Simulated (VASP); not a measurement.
CrN2: single point with PBEsol

Crystal: CrN2.

```xyz
6
Lattice="3.9018 0.0000 0.0000 0.0000 4.8095 0.0000 0.0000 0.0000 2.7842" Properties=species:S:1:pos:R:3 pbc="T T T"
Cr    0.0000    0.0000    0.0000
Cr    1.9509    2.4048    1.3921
N     3.3796    2.8317    0.0000
N     0.5222    1.9778    0.0000
N     1.4287    4.3825    1.3921
N     2.4731    0.4270    1.3921
```

| Quantity | Value |
| --- | --- |
| Program | VASP 6.6.1 |
| Task | single point |
| Functional | PBEsol |
| Potentials or basis | VASP PAW PBE potentials, release 64 (Cr_pv, N) |
| Cutoff | 520 eV |
| k mesh | 6 × 5 × 8 |
| Occupations | fermi-dirac, width 0.05 eV |
| Spin | collinear spin, ferromagnetic start |
| Starting moments | [3.0, 3.0, 0.0, 0.0, 0.0, 0.0] μB |
| Fixed moment | 6 μB |

```json
{
 "Pressure": "-2.0 GPa",
 "Largest force": "0.664 eV/Å",
 "Net moment": "6.00 μB per cell",
 "Site moments": "Cr +2.65; N +0.07 μB",
 "Valence electrons inside the program's atomic spheres": "Cr 10.88; N 3.75"
}
```

Forces in eV/Å, atoms in the order of the input:
```
Cr   0.000  0.000  0.000
Cr   0.000  0.000  0.000
N    0.524 -0.409  0.000
N   -0.524  0.409  0.000
N    0.524  0.409  0.000
N   -0.524 -0.409  0.000
```

Stress tensor (GPa, compression positive):
```
-3.71  0.00  0.00
 0.00 -6.06  0.00
 0.00  0.00  3.70
```

Wall time 2.7 min on 1 thread of Intel(R) Xeon(R) Platinum 8488C (Sapphire Rapids), on a shared host, peak memory 0.28 GiB.

Caveat: the PAW data sets were made with another functional, which shifts forces and pressure a little; the total moment is fixed, so each spin has its own Fermi level; only a ferromagnetic start was run, and an antiferromagnetic order may lie lower in energy.
